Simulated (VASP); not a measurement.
# HfSnSe4 (P6/mmm) in VASP: a series of runs

The runs below take HfSnSe4 through single point, with PBE.

All numbers are computed with VASP 6.6.1; they aren't measurements. Logs are shortened: lines on timing, memory, paths and dates and some standing lists are left out, and cuts for length are marked.

## (1) The cell of the first run

It takes space group P6/mmm (No. 191, hexagonal). Conventional cell: a = 4.399 Å, b = 4.399 Å, c = 10.519 Å, α = 90.00°, β = 90.00°, γ = 120.00°. Hf (site symmetry 6/mmm) has 8 Se at 2.54 to 3.14 Å within 3.4 Å. Within 2.8 Å of Sn (site symmetry 6/mmm) lie 2 Se at 2.12 Å. Within 2.8 Å of Se (site symmetry 6mm) lie 1 Sn at 2.12 Å. Se (site symmetry -6m2) has 3 Se at 2.54 Å and 3 Hf at 2.54 Å within 3.4 Å.

## (2) Single point, PBE

File INCAR:

```
  ALGO = Normal
  EDIFF = 1E-7
  ENCUT = 520
  GGA = PE
  ISIF = 2
  ISMEAR = 0
  LASPH = T
  LCHARG = F
  LREAL = F
  LWAVE = F
  NBANDS = 33
  NELM = 60
  PREC = Accurate
  SIGMA = 0.1
```

File KPOINTS:

```
k-points
0
Gamma
  6 6 2
```

File POSCAR:

```
HfSnSe4
1.0
    4.3987312100      0.0000000000      0.0000000000
   -2.1993656100      3.8094129700      0.0000000000
    0.0000000000      0.0000000000     10.5190111400
Hf Sn Se
1 1 4
Direct
    0.0000000000      0.0000000000      0.0000000000
    0.0000000000      0.0000000000      0.5000000000
    0.0000000000      0.0000000000      0.7017751100
    0.0000000000      0.0000000000      0.2982248900
    0.3333333300      0.6666666700      0.0000000000
    0.6666666700      0.3333333300      0.0000000000
```

Potentials or basis: VASP PAW PBE potentials, release 64 (Hf_pv, Sn_d, Se).

Started as:

```console
$ cat potpaw_PBE.64/Hf_pv/POTCAR potpaw_PBE.64/Sn_d/POTCAR potpaw_PBE.64/Se/POTCAR > POTCAR
$ mpirun -np 1 vasp_std > vasp.out
```

OUTCAR:

```text
EDIFF = 1E-7
   ENCUT = 520
   GGA = PE
   ISIF = 2
   ISMEAR = 0
   LASPH = T
   LREAL = F
   NELM = 60
   PREC = Accurate

 ion  position               nearest neighbor table
   1  0.000  0.000  0.000-   5 2.54   6 2.54   6 2.54   5 2.54   6 2.54   5 2.54   3 3.14   4 3.14

   2  0.000  0.000  0.500-   3 2.12   4 2.12
   3  0.000  0.000  0.702-   2 2.12   1 3.14
   4  0.000  0.000  0.298-   2 2.12   1 3.14
   5  0.333  0.667  0.000-   6 2.54   6 2.54   1 2.54   1 2.54   1 2.54   6 2.54
   6  0.667  0.333  0.000-   5 2.54   5 2.54   1 2.54   1 2.54   1 2.54   5 2.54

  LATTYP: Found a hexagonal cell.
 ALAT       =     4.3987312100
 C/A-ratio  =     2.3913739298

  Lattice vectors:

 A1 = (   4.3987312100,   0.0000000000,   0.0000000000)
 A2 = (  -2.1993656100,   3.8094129700,   0.0000000000)
 A3 = (   0.0000000000,   0.0000000000,  10.5190111400)

Analysis of symmetry for initial positions (statically):
=====================================================================
 Subroutine PRICEL returns:
 Original cell was already a primitive cell.

 Routine SETGRP: Setting up the symmetry group for a
 hexagonal supercell.

 Subroutine GETGRP returns: Found 24 space group operations
 (whereof 24 operations were pure point group operations)
 out of a pool of 24 trial point group operations.

The static configuration has the point symmetry D_6h.

Analysis of symmetry for dynamics (positions and initial velocities):
=====================================================================
 Subroutine PRICEL returns:
 Original cell was already a primitive cell.

 Routine SETGRP: Setting up the symmetry group for a
 hexagonal supercell.

 Subroutine GETGRP returns: Found 24 space group operations
 (whereof 24 operations were pure point group operations)
 out of a pool of 24 trial point group operations.

The dynamic configuration has the point symmetry D_6h.

 Subroutine INISYM returns: Found 24 space group operations
 (whereof 24 operations are pure point group operations),
 and found     1 'primitive' translations

----------------------------------------------------------------------------------------

                                     Primitive cell

  volume of cell :     176.2627

  direct lattice vectors                    reciprocal lattice vectors
     4.398731210  0.000000000  0.000000000     0.227338283  0.131253819  0.000000000
[... 84 lines left out ...]
   LREAL  =      F    real-space projection
   EDIFFG = 0.1E-05   stopping-criterion for IOM
   NSW    =      0    number of steps for IOM
   IBRION =     -1    ionic relax: 0-MD 1-quasi-New 2-CG
   NFREE  =      0    steps in history (QN), initial steepest desc. (CG)
   ISIF   =      2    stress and relaxation
   ISYM   =      2    0-nonsym 1-usesym 2-fastsym
   POTIM  = 0.5000    time-step for ionic-motion
   TEBEG  =    0.0;   TEEND  =   0.0 temperature during run
   PSTRESS=    0.0 pullay stress
   NELECT =      48.0000    total number of electrons
   NUPDOWN=      -1.0000    fix difference up-down
   EMIN   =  10.00;   EMAX   =-10.00  energy-range for DOS
   EFERMI =   0.00;   METHOD = LEGACY
   ISMEAR =     0;   SIGMA  =   0.10  broadening in eV -4-tet -1-fermi 0-gaus
   EFERMI_NEDOS =   21; number of points for ismear=-14 and -15
   IALGO  =     38    algorithm
   IMIX   =      4    mixing-type and parameters
     AMIX     =   0.40;   BMIX     =  1.00
     AMIX_MAG =   1.60;   BMIX_MAG =  1.00
  volume/ion in A,a.u.               =      29.38       198.25
  Fermi-wavevector in a.u.,A,eV,Ry     =   1.061130  2.005244 15.320107  1.125996
  Thomas-Fermi vector in A             =   2.196535
   LORBIT       =      0    0 simple, 1 ext, 2 COOP (PROOUT), +10 PAW based schemes
   GGA     = PE    functional components
   LHFCALC =     F    Hartree Fock is set to
   AEXX    =    0.0000 exact exchange contribution
   IVDW    =     0    specifies the selected vdW correction
   LEPSILON=     F    determine dielectric tensor
   LRPA    =     F    only Hartree local field effects (RPA)
 non-spin polarized calculation
 Gauss-broadening in eV      SIGMA  =   0.10
  energy-cutoff  :      520.00
  volume of cell :      176.26
 maximum number of plane-waves:      4773
 NGX is ok and might be reduce to    36
   NGX = 17   NGY = 17   NGZ = 39

 number of electron      47.9999995 magnetization

 Free energy of the ion-electron system (eV)
  ---------------------------------------------------
  ext. energy  EPLUGINS =         0.00000000
  ---------------------------------------------------
  free energy    TOTEN  =       -24.55850915 eV

  energy without entropy =      -24.55240777  energy(sigma->0) =      -24.55545846

 E-fermi :   3.4443     XC(G=0):  -8.5884

 val. band max:        3.4169714870   @ k =   0.3333   0.3333   0.0000
 cond. band min:       3.6529364153   @ k =   0.5000   0.0000   0.5000
 fundamental gap:      0.2359649283
 Fermi energy:         3.4442896780

 k-point     1 :       0.0000    0.0000    0.0000
  band No.  band energies     occupation
      1     -27.9306      2.00000
      2     -27.8585      2.00000
      3     -27.8585      2.00000
      4     -19.8463      2.00000
      5     -19.1905      2.00000
      6     -19.1905      2.00000
[... 493 lines left out ...]
     32       7.0233      0.00000
     33       7.0233      0.00000

------------------------ aborting loop because EDIFF is reached ----------------------------------------

  FORCE on cell =-STRESS in cart. coord.  units (eV):
  Direction    XX          YY          ZZ          XY          YZ          ZX
  --------------------------------------------------------------------------------------
  -------------------------------------------------------------------------------------
  Total       21.0392749     21.0392749     27.0353334     -0.0000000     -0.0000000     -0.0000000
  in kB      191.2409776    191.2409774    245.7434299     -0.0000003     -0.0000000     -0.0000000
  external PRESSURE =     209.4084616 kB  Pullay stress =       0.0000000 kB

 VOLUME and BASIS-vectors are now :
 -----------------------------------------------------------------------------
  energy-cutoff  :      520.00
  volume of cell :      176.26
      direct lattice vectors                 reciprocal lattice vectors
     4.398731210  0.000000000  0.000000000     0.227338283  0.131253819  0.000000000
    -2.199365610  3.809412970  0.000000000     0.000000000  0.262507638  0.000000000
     0.000000000  0.000000000 10.519011140     0.000000000  0.000000000  0.095065970

 POSITION                                       TOTAL-FORCE (eV/Angst)
 -----------------------------------------------------------------------------------
      0.00000      0.00000      0.00000        -0.000000      0.000000      0.000000
      0.00000      0.00000      5.25951        -0.000000      0.000000      0.000000
      0.00000      0.00000      7.38198        -0.000000      0.000000      7.632284
      0.00000      0.00000      3.13703         0.000000     -0.000000     -7.632284
     -0.00000      2.53961      0.00000         0.000000      0.000000      0.000000
      2.19937      1.26980      0.00000        -0.000000     -0.000000      0.000000
 -----------------------------------------------------------------------------------
    total drift:                               -0.000000      0.000000     -0.000000

  FREE ENERGIE OF THE ION-ELECTRON SYSTEM (eV)
  ---------------------------------------------------
  free  energy   TOTEN  =       -24.5585091516 eV

  energy  without entropy=      -24.5524077708  energy(sigma->0) =      -24.55545846
```

OSZICAR:

```text
N       E                     dE             d eps       ncg     rms          rms(c)
DAV:   1     0.399430466196E+03    0.39943E+03   -0.21448E+04   932   0.144E+03
DAV:   2     0.282799635103E+02   -0.37115E+03   -0.35127E+03   996   0.370E+02
DAV:   3    -0.240990995999E+02   -0.52379E+02   -0.49100E+02  1180   0.126E+02
DAV:   4    -0.266725029335E+02   -0.25734E+01   -0.25100E+01  1096   0.301E+01
DAV:   5    -0.267497764256E+02   -0.77273E-01   -0.77061E-01  1271   0.518E+00    0.585E+01
DAV:   6    -0.247198263994E+02    0.20300E+01   -0.37056E+00  1066   0.115E+01    0.389E+01
DAV:   7    -0.246314219448E+02    0.88404E-01   -0.14812E+00  1169   0.612E+00    0.179E+00
DAV:   8    -0.245648590624E+02    0.66563E-01   -0.21822E-01  1091   0.262E+00    0.854E-01
DAV:   9    -0.245584676834E+02    0.63914E-02   -0.77478E-02  1256   0.103E+00    0.793E-01
DAV:  10    -0.245584640659E+02    0.36176E-05   -0.56600E-03  1091   0.401E-01    0.266E-01
DAV:  11    -0.245584730829E+02   -0.90170E-05   -0.65203E-04  1216   0.111E-01    0.980E-02
DAV:  12    -0.245585027818E+02   -0.29699E-04   -0.68890E-05  1170   0.498E-02    0.185E-02
DAV:  13    -0.245585065118E+02   -0.37300E-05   -0.11822E-05  1080   0.151E-02    0.667E-03
DAV:  14    -0.245585086416E+02   -0.21298E-05   -0.24297E-06  1059   0.656E-03    0.282E-03
DAV:  15    -0.245585090396E+02   -0.39797E-06   -0.38003E-07  1008   0.302E-03    0.978E-04
DAV:  16    -0.245585091464E+02   -0.10679E-06   -0.17763E-07   866   0.180E-03    0.418E-04
DAV:  17    -0.245585091516E+02   -0.52155E-08   -0.13135E-08   674   0.878E-04
   1 F= -.24558509E+02 E0= -.24555458E+02  d E =-.610138E-02
```

stdout:

```text
POSCAR found type information on POSCAR HfSnSe
 POSCAR found :  3 types and       6 ions
 scaLAPACK will be used
 LDA part: xc-table for (Slater+PW92), standard interpolation
 POSCAR, INCAR and KPOINTS ok, starting setup
 FFT: planning ... GRIDC
 FFT: planning ... GRID_SOFT
 FFT: planning ... GRID
 WAVECAR not read
 entering main loop
```

It took 3.6 min on 1 thread of AMD EPYC 7R43 (Zen 3), shared host; peak memory 0.3 GiB.

What came out:

| Quantity | Value |
| --- | --- |
| Free energy | -24.5585 eV |
| Pressure | 20.9 GPa |
| Largest force | 7.632 eV/Å |
| Band gap on the k mesh | zero (band 24 reaches 4.62 eV, above the bottom of band 25 at 2.91 eV) |

Forces in eV/Å, atoms in the order of the input:
```
Hf   0.000  0.000  0.000
Sn   0.000  0.000  0.000
Se   0.000  0.000  7.632
Se   0.000  0.000 -7.632
Se   0.000  0.000  0.000
Se   0.000  0.000  0.000
```

Levels at points of the mesh, in eV from the Fermi level:
```csv
k point,band 22,band 23,band 24,band 25,band 26,band 27
"(0.00, 0.00, 0.00)",-0.77,-0.77,-0.77,-0.06,1.04,1.04
"(0.50, 0.00, 0.00)",-2.29,-1.88,-0.11,0.34,0.50,0.52
"(0.00, 0.00, 0.50)",-0.64,-0.64,-0.06,0.81,0.81,0.91
"(0.50, 0.00, 0.50)",-2.37,-1.70,0.21,0.44,0.73,1.45
```

Caveat: spin-orbit coupling is left out, which moves the levels of the heavy elements; forces of over 1 eV/Å act on the atoms, so gaps and moduli don't describe the material at rest.

## (3) Single point, PBE

This run uses another cell than the first one, of 35.54 Å³/atom, 1.210 times its volume.

File INCAR:

```
SYSTEM = HfSnSe4
PREC = Accurate
ENCUT = 520
EDIFF = 1E-6
ISMEAR = 0
SIGMA = 0.1
LREAL = .FALSE.
LASPH = .TRUE.
NELM = 100
ALGO = Normal
ISIF = 2
LWAVE = .FALSE.
LCHARG = .FALSE.
GGA = PE
NBANDS = 33
```

File KPOINTS:

```
Automatic mesh
0
G
  6 6 2
  0 0 0
```

File POSCAR:

```
HfSnSe4
1.0
    4.8772295320      0.0000000032      0.0000000000
   -2.4386147688      4.2238046732      0.0000000000
    0.0000000000      0.0000000000     10.3508752832
Hf Sn Se
1 1 4
Direct
    0.0000000000      0.0000000000      0.0000000000
    0.0000000000      0.0000000000      0.5000000000
    0.0000000000      0.0000000000      0.7435440557
    0.0000000000      0.0000000000      0.2564559443
    0.3333333333      0.6666666667      0.0000000000
    0.6666666667      0.3333333333      0.0000000000
```

Potentials or basis: VASP PAW PBE potentials, release 64 (Hf_pv, Sn_d, Se).

Started as:

```console
$ cat potpaw_PBE.64/Hf_pv/POTCAR potpaw_PBE.64/Sn_d/POTCAR potpaw_PBE.64/Se/POTCAR > POTCAR
$ mpirun -np 1 vasp_std > vasp.out
```

Run time: 3 min. Hardware: 1 thread of AMD EPYC 7R43 (Zen 3), shared host; peak memory 0.32 GiB.

Results (log left out):

```yaml
Free_energy: -28.8420 eV
Pressure: -0.1 GPa
Largest_force: 0.033 eV/Å
Band_gap_on_the_k_mesh: zero (band 24 reaches 1.65 eV, above the bottom of band 25 at 0.95 eV)
```

Forces on the atoms (eV/Å):
```
Hf   0.000  0.000  0.000
Sn   0.000  0.000  0.000
Se   0.000  0.000  0.033
Se   0.000  0.000 -0.033
Se   0.000  0.000  0.000
Se   0.000  0.000  0.000
```

Stress tensor (GPa, compression positive):
```
-0.03  0.00  0.00
 0.00 -0.03  0.00
 0.00  0.00 -0.19
```

Levels at points of the mesh, in eV from the Fermi level:
| k point | band 20 | band 21 | band 22 | band 23 | band 24 | band 25 | band 26 | band 27 | band 28 | band 29 |
| --- | --- | --- | --- | --- | --- | --- | --- | --- | --- | --- |
| (0.00, 0.00, 0.00) | -1.49 | -1.25 | -1.25 | -0.25 | -0.25 | 0.33 | 2.28 | 2.28 | 2.44 | 2.44 |
| (0.50, 0.00, 0.00) | -1.33 | -1.20 | -1.08 | -1.02 | -0.53 | 0.14 | 0.80 | 1.95 | 2.07 | 2.45 |
| (0.00, 0.00, 0.50) | -1.30 | -1.30 | 0.04 | 0.04 | 0.32 | 0.33 | 1.37 | 1.37 | 3.14 | 3.27 |
| (0.50, 0.00, 0.50) | -1.47 | -1.22 | -1.08 | -0.84 | 0.24 | 0.24 | 1.00 | 1.07 | 2.45 | 3.01 |

Caveat: spin-orbit coupling is left out, which moves the levels of the heavy elements.
